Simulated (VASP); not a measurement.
# LuAg3O3 (Pm) in VASP: single point with PBE

Aim: the single point of LuAg3O3 with PBE.

All numbers are computed with VASP 6.6.1; they aren't measurements. Logs are shortened: lines on timing, memory, paths and dates and some standing lists are left out, and cuts for length are marked.

## Step 1: The cell of the first run

It takes space group Pm (No. 6, monoclinic). Conventional cell: a = 3.479 Å, b = 4.478 Å, c = 6.914 Å, α = 90.00°, β = 101.98°, γ = 90.00°. Lu (site symmetry m) has 6 O at 2.21 to 2.33 Å within 2.9 Å. Ag (site symmetry m) has 2 O at 2.06 to 2.08 Å within 2.7 Å. Within 3.0 Å of Ag (site symmetry m) lie 4 O at 2.26 to 2.52 Å and 3 Ag at 2.88 to 2.96 Å. Ag (site symmetry m) has 3 O at 2.42 to 2.53 Å and 5 Ag at 2.94 to 3.10 Å and 2 Lu at 3.30 Å within 3.3 Å. Within 2.9 Å of O (site symmetry m) lie 3 Ag at 2.08 to 2.26 Å and 2 Lu at 2.29 to 2.33 Å and 1 O at 2.89 Å. Within 2.7 Å of O (site symmetry m) lie 3 Ag at 2.06 to 2.53 Å and 2 Lu at 2.21 to 2.22 Å. Within 3.3 Å of O (site symmetry m) lie 2 Lu at 2.24 Å and 3 Ag at 2.42 to 2.52 Å and 8 O at 3.12 to 3.24 Å.

## Step 2: Single point, PBE

Input file INCAR:

```
SYSTEM = LuAg3O3
  PREC = Accurate
  ENCUT = 520
  EDIFF = 1E-6
  ISMEAR = 0
  SIGMA = 0.1
  LREAL = .FALSE.
  LASPH = .TRUE.
  NELM = 100
  ALGO = Normal
  ISIF = 2
  LWAVE = .FALSE.
  LCHARG = .FALSE.
  GGA = PE
  NBANDS = 47
```

Input file KPOINTS:

```
regular mesh
0
G
  10 8 6
  0 0 0
```

Input file POSCAR:

```
LuAg3O3
1.0
    3.4793909049      0.0000000000      0.0109590031
    0.0000000000      4.4784820320      0.0000000000
   -1.4561854379      0.0000000000      6.7585053989
Lu Ag O
1 3 3
Direct
    0.4862823812      0.0000000000      0.5187075509
    0.9581078070      0.0000000000      0.0022075573
    0.8636732789      0.5000000000      0.2496100452
    0.3543170529      0.5000000000      0.8493542832
    0.8858459126      0.0000000000      0.2934734877
    0.0704873845      0.0000000000      0.7211688353
    0.4592862130      0.5000000000      0.5134782604
```

Potentials or basis: VASP PAW PBE potentials, release 64 (Lu, Ag, O).

On the command line:

```bash
$ cat potpaw_PBE.64/Lu/POTCAR potpaw_PBE.64/Ag/POTCAR potpaw_PBE.64/O/POTCAR > POTCAR
$ mpirun -np 1 vasp_std > vasp.out
```

OUTCAR:

```text
SYSTEM = LuAg3O3
   PREC = Accurate
   ENCUT = 520
   EDIFF = 1E-6
   ISMEAR = 0
   LREAL = .FALSE.
   LASPH = .TRUE.
   NELM = 100
   ISIF = 2
   GGA = PE

 ion  position               nearest neighbor table
   1  0.486  0.000  0.519-   6 2.21   6 2.22   7 2.24   7 2.24   5 2.29   5 2.33   4 3.30   4 3.30
                             3 3.35   3 3.35   3 3.39   3 3.39   2 3.40   2 3.66
   2  0.958  0.000  0.002-   6 2.06   5 2.08   3 2.88   3 2.88   4 2.94   4 2.94   4 3.10   4 3.10
                             1 3.40   1 3.66
   3  0.864  0.500  0.250-   5 2.26   5 2.26   7 2.46   7 2.52   2 2.88   2 2.88   4 2.96   1 3.35
                             1 3.35   1 3.39   1 3.39   4 3.54
   4  0.354  0.500  0.849-   7 2.42   6 2.53   6 2.53   2 2.94   2 2.94   3 2.96   2 3.10   2 3.10
                             1 3.30   1 3.30   3 3.54
   5  0.886  0.000  0.293-   2 2.08   3 2.26   3 2.26   1 2.29   1 2.33
   6  0.070  0.000  0.721-   2 2.06   1 2.21   1 2.22   4 2.53   4 2.53
   7  0.459  0.500  0.513-   1 2.24   1 2.24   4 2.42   3 2.46   3 2.52

  LATTYP: Found a simple monoclinic cell.
 ALAT       =     3.4794081636
 B/A-ratio  =     1.2871390252
 C/A-ratio  =     1.9870047233
 COS(beta)  =    -0.2075461450

  Lattice vectors:

 A1 = (   3.4793909049,   0.0000000000,   0.0109590031)
 A2 = (   0.0000000000,   4.4784820320,   0.0000000000)
 A3 = (  -1.4561854379,   0.0000000000,   6.7585053989)

Analysis of symmetry for initial positions (statically):
=====================================================================
 Subroutine PRICEL returns:
 Original cell was already a primitive cell.

 Routine SETGRP: Setting up the symmetry group for a
 simple monoclinic supercell.

 Subroutine GETGRP returns: Found  2 space group operations
 (whereof  2 operations were pure point group operations)
 out of a pool of  4 trial point group operations.

The static configuration has the point symmetry C_1h.

Analysis of symmetry for dynamics (positions and initial velocities):
=====================================================================
 Subroutine PRICEL returns:
 Original cell was already a primitive cell.

 Routine SETGRP: Setting up the symmetry group for a
 simple monoclinic supercell.

 Subroutine GETGRP returns: Found  2 space group operations
 (whereof  2 operations were pure point group operations)
 out of a pool of  4 trial point group operations.

The dynamic configuration has the point symmetry C_1h.

 Subroutine INISYM returns: Found  2 space group operations
 (whereof  2 operations are pure point group operations),
 and found     1 'primitive' translations

----------------------------------------------------------------------------------------

[... 106 lines left out ...]
   IBRION =     -1    ionic relax: 0-MD 1-quasi-New 2-CG
   NFREE  =      0    steps in history (QN), initial steepest desc. (CG)
   ISIF   =      2    stress and relaxation
   ISYM   =      2    0-nonsym 1-usesym 2-fastsym
   POTIM  = 0.5000    time-step for ionic-motion
   TEBEG  =    0.0;   TEEND  =   0.0 temperature during run
   PSTRESS=    0.0 pullay stress
   NELECT =      76.0000    total number of electrons
   NUPDOWN=      -1.0000    fix difference up-down
   EMIN   =  10.00;   EMAX   =-10.00  energy-range for DOS
   EFERMI =   0.00;   METHOD = LEGACY
   ISMEAR =     0;   SIGMA  =   0.10  broadening in eV -4-tet -1-fermi 0-gaus
   EFERMI_NEDOS =   21; number of points for ismear=-14 and -15
   IALGO  =     38    algorithm
   IMIX   =      4    mixing-type and parameters
     AMIX     =   0.40;   BMIX     =  1.00
     AMIX_MAG =   1.60;   BMIX_MAG =  1.00
  volume/ion in A,a.u.               =      15.06       101.60
  Fermi-wavevector in a.u.,A,eV,Ry     =   1.468091  2.774289 29.324508  2.155291
  Thomas-Fermi vector in A             =   2.583630
   LORBIT       =      0    0 simple, 1 ext, 2 COOP (PROOUT), +10 PAW based schemes
   GGA     = PE    functional components
   LHFCALC =     F    Hartree Fock is set to
   AEXX    =    0.0000 exact exchange contribution
   IVDW    =     0    specifies the selected vdW correction
   LEPSILON=     F    determine dielectric tensor
   LRPA    =     F    only Hartree local field effects (RPA)
 non-spin polarized calculation
 Gauss-broadening in eV      SIGMA  =   0.10
  energy-cutoff  :      520.00
  volume of cell :      105.39
 maximum number of plane-waves:      2864
 NGX is ok and might be reduce to    28
   NGX = 13   NGY = 17   NGZ = 25

 number of electron      75.9999993 magnetization

 Free energy of the ion-electron system (eV)
  ---------------------------------------------------
  ext. energy  EPLUGINS =         0.00000000
  ---------------------------------------------------
  free energy    TOTEN  =       -36.16747117 eV

  energy without entropy =      -36.16639215  energy(sigma->0) =      -36.16693166

 E-fermi :   4.4807     XC(G=0): -11.3014

 val. band max:        4.4268133547   @ k =   0.4000   0.5000   0.1667
 cond. band min:       4.5494492068   @ k =   0.0000   0.1250   0.0000
 fundamental gap:      0.1226358521
 Fermi energy:         4.4806664412

 k-point     1 :       0.0000    0.0000    0.0000
  band No.  band energies     occupation
      1     -49.8878      2.00000
      2     -20.9118      2.00000
      3     -20.5695      2.00000
      4     -20.5691      2.00000
      5     -13.8440      2.00000
      6     -12.8322      2.00000
[... 1189 lines left out ...]
     46      11.5736      0.00000
     47      12.2963      0.00000

 [... further k-points ...]
[... 5 lines left out ...]
  --------------------------------------------------------------------------------------
  -------------------------------------------------------------------------------------
  Total        0.1490648      0.0685803      0.0677421      0.0000000      0.0000000     -0.0217135
  in kB        2.2662420      1.0426313      1.0298875      0.0000000      0.0000000     -0.3301116
  external PRESSURE =       1.4462536 kB  Pullay stress =       0.0000000 kB

 VOLUME and BASIS-vectors are now :
 -----------------------------------------------------------------------------
  energy-cutoff  :      520.00
  volume of cell :      105.39
      direct lattice vectors                 reciprocal lattice vectors
     3.479390905  0.000000000  0.010959003     0.287211715  0.000000000  0.061882545
     0.000000000  4.478482032  0.000000000     0.000000000  0.223289944  0.000000000
    -1.456185438  0.000000000  6.758505399    -0.000465717  0.000000000  0.147861364

 POSITION                                       TOTAL-FORCE (eV/Angst)
 -----------------------------------------------------------------------------------
      0.93663      0.00000      3.51102        -0.000253      0.000000     -0.026249
      3.33042      0.00000      0.02542        -0.001867      0.000000      0.002600
      2.64158      2.23924      1.69646        -0.001161      0.000000      0.005828
     -0.00401      2.23924      5.74425        -0.004688      0.000000     -0.004678
      2.65485      0.00000      1.99315         0.001489      0.000000     -0.056775
     -0.80490      0.00000      4.87480         0.007344      0.000000      0.086160
      0.85032      2.23924      3.47538        -0.000864      0.000000     -0.006885
 -----------------------------------------------------------------------------------
    total drift:                               -0.000173     -0.000000     -0.001129

  FREE ENERGIE OF THE ION-ELECTRON SYSTEM (eV)
  ---------------------------------------------------
  free  energy   TOTEN  =       -36.1674711699 eV

  energy  without entropy=      -36.1663921479  energy(sigma->0) =      -36.16693166
```

stdout:

```text
POSCAR found type information on POSCAR LuAgO
 POSCAR found :  3 types and       7 ions
 scaLAPACK will be used
 LDA part: xc-table for (Slater+PW92), standard interpolation
 POSCAR, INCAR and KPOINTS ok, starting setup
 FFT: planning ... GRIDC
 FFT: planning ... GRID_SOFT
 FFT: planning ... GRID
 WAVECAR not read
 entering main loop
```

Wall time 29 min (1 thread of Intel Xeon 8259CL, shared host); peak memory 0.76 GiB.

Results:

```
Free energy            : -36.1675 eV
Pressure               : 0.1 GPa
Largest force          : 0.086 eV/Å
Band gap on the k mesh : zero (bands 38 and 39 overlap by 0.05 eV)
```

Forces on the atoms (eV/Å):
```
Lu   0.000  0.000 -0.026
Ag  -0.002  0.000  0.003
Ag  -0.001  0.000  0.006
Ag  -0.005  0.000 -0.005
O    0.001  0.000 -0.057
O    0.007  0.000  0.086
O   -0.001  0.000 -0.007
```

Caveat: semilocal functionals underestimate gaps, and a narrow one can read as zero; spin-orbit coupling is left out, which moves the levels of the heavy elements.

The gap in the log of VASP goes by the Fermi energy; the results here count the filled bands.